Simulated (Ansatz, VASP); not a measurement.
Sr in VASP and in Ansatz

Contents of INCAR:

```
  PREC = Accurate
  ENCUT = 520
  EDIFF = 1E-7
  ISMEAR = -1
  SIGMA = 0.05
  LREAL = F
  LASPH = T
  NELM = 100
  ALGO = Normal
  ISIF = 2
  LWAVE = F
  LCHARG = F
  GGA = PE
  NBANDS = 11
```

File KPOINTS:

```
Automatic mesh
0
Gamma
  11 11 10
```

POSCAR

```
Sr
1.0
    3.9739386933      0.0000000000      0.0000000000
   -1.9869693467      3.4415318615      0.0000000000
    0.0000000000      0.0000000000      3.7001605894
Sr
1
Direct
    0.0000000000      0.0000000000      0.0000000000
```

Input for Ansatz:

```yaml
crystal:
  lattice:
    - [3.9739386933, 0.0, 0.0]
    - [-1.9869693467, 3.4415318615, 0.0]
    - [0.0, 0.0, 3.7001605894]
  atoms:
    - { symbol: Sr, position: [0.0, 0.0, 0.0] }
kpoints:
  mp_grid: { grid: [11, 11, 10] }
scf:
  occupations: { method: fermi_dirac, width: 0.05 }
hamiltonian:
  xc: pbe
  pseudopotentials: { kind: paw }
output:
  forces: true
  stress: true
  eigenvalues: true
  populations: true
  write_density: true
  write_potential: true
  elf: true
  volumetric_format: npy
```

Change from the starting cell: volume scaled by 0.92, PAW files.

Alike in both runs: task single point; functional PBE; k mesh 11 × 11 × 10; occupations fermi-dirac, width 0.05 eV; no spin polarisation.

```csv
,VASP,Ansatz
version,VASP 6.6.1,Ansatz 0.2.0
potentials or method,"VASP PAW PBE potentials, release 64 (Sr_sv)","PAW with Ansatz's default frozen-core files, scalar-relativistic"
plane-wave cutoff (eV),520,420
valence electrons in the cell,10,10
```

```csv
,VASP,Ansatz,Ansatz less VASP
pressure (GPa),0.9,0.9,-0.01
```
